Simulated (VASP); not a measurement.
AlCl, 2 atoms in the cell. Symmetry: Fm-3m, No. 225, cubic system. Conventional cell: a = 5.581 Å, b = 5.581 Å, c = 5.581 Å, α = 90.00°, β = 90.00°, γ = 90.00°. Within 3.7 Å of Al (site symmetry m-3m) lie 6 Cl at 2.79 Å. Within 3.7 Å of Cl (site symmetry m-3m) lie 6 Al at 2.79 Å.  This cell differs from its parent crystal: volume scaled by 0.94.

- Program: VASP 6.6.1
- Task: single point
- Functional: PBE
- Potentials or basis: VASP PAW PBE potentials, release 64 (Al, Cl)
- Cutoff: 520 eV
- k mesh: 8 × 8 × 8
- Occupations: fermi-dirac, width 0.05 eV
- Spin: no spin polarisation
- Dipole correction: no
- Further INCAR settings: ALGO = Normal; EDIFF = 1e-07; NBANDS = 12

Potentials or basis: VASP PAW PBE potentials, release 64 (Al, Cl).

Launch:

```sh
$ cat potpaw_PBE.64/Al/POTCAR potpaw_PBE.64/Cl/POTCAR > POTCAR
$ mpirun -np 1 vasp_std > vasp.out
```

Hardware: 1 thread of Intel(R) Xeon(R) Platinum 8488C (Sapphire Rapids), with other jobs on the host.

**Question.** Estimate the wall time of this run.

**Answer.** Wall time 8.5 s on 1 thread of Intel(R) Xeon(R) Platinum 8488C (Sapphire Rapids) (shared host), peak memory 0.16 GiB. Counts: scf iterations 13, k points 29.
